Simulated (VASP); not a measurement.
**HfN (l.f): single point with LDA**

The system is HfN (l.f).

```
Hf N
1.0
     0.00000    2.23411    2.23411
     2.23411    0.00000    2.23411
     2.23411    2.23411    0.00000
Hf N
1 1
Direct
  0.00000 0.00000 0.00000
  0.50000 0.50000 0.50000
```

```yaml
Program: VASP 6.6.1
Task: single point
Functional: LDA
Potentials_or_basis: VASP PAW LDA potentials, release 64 (Hf_pv, N)
Cutoff: 600 eV
k_mesh: 16 × 16 × 16
Occupations: gaussian, width 0.1 eV
Spin: no spin polarisation
```

The pressure is -1.3 GPa.

Levels at points of the mesh, in eV from the Fermi level:
| k point | band 5 | band 6 | band 7 | band 8 | band 9 | band 10 | band 11 | band 12 |
| --- | --- | --- | --- | --- | --- | --- | --- | --- |
| (0.00, 0.00, 0.00) | -2.98 | -2.98 | -2.98 | -0.40 | -0.40 | -0.40 | 2.00 | 2.00 |
| (0.50, 0.00, 0.00) | -9.02 | -6.32 | -6.32 | 3.44 | 3.84 | 3.84 | 4.74 | 9.23 |
| (0.50, 0.50, 0.00) | -5.27 | -3.97 | -3.61 | -3.61 | 4.23 | 5.76 | 5.76 | 6.08 |

Wall time 66 s on 1 thread of Intel(R) Xeon(R) Platinum 8375C CPU @ 2.90GHz (Ice Lake), with other jobs on the host, peak memory 0.19 GiB.

Caveat: spin-orbit coupling is left out, which moves the levels of the heavy elements.
